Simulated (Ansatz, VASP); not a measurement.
**One calculation of Ga5N, two programs**

```xyz
6
Lattice="3.2169 0.0000 0.0000 -1.6085 2.7859 0.0000 0.0000 0.0000 15.3287" Properties=species:S:1:pos:R:3 pbc="T T T"
Ga    0.0000    0.0000   12.8199
Ga    1.6085    0.9286   10.2366
Ga    0.0000    0.0000    7.6643
Ga    1.6085    0.9286    5.0921
Ga    0.0000    0.0000    2.5087
N     1.6085    0.9286    0.0000
```

Change from the starting cell: species swapped into the LiMg5 type (P-6m2, No. 187).

Alike in both runs: task single point; functional PBE; k mesh 6 × 6 × 1; occupations gaussian, width 0.1 eV; no spin polarisation.

|  | VASP | Ansatz |
| --- | --- | --- |
| version | VASP 6.6.1 | Ansatz 0.2.0 |
| potentials or method | VASP PAW PBE potentials, release 64 (Ga_d, N), cutoff 520 eV | scalar-relativistic, plane waves, PAW |
| valence electrons in the cell | 70 | 70 |

|  | VASP | Ansatz | Ansatz less VASP |
| --- | --- | --- | --- |
| gap on the k mesh at the Fermi level (eV) | none | none | - |
| pressure (GPa) | -8.3 | -8.3 | -0.02 |
| traceless stress, the component that is largest in VASP (GPa) | -4.25 | -4.25 | 0.000 |
| rms of the force components (eV/Å) | 0.302 | 0.302 | -0.0006 |

Atom by atom the forces differ by 0.001 eV/Å (rms over components). A gap of «none» marks a metal or a gap that the smearing closes.

The k mesh is coarse, so the values compare programs but aren't converged.
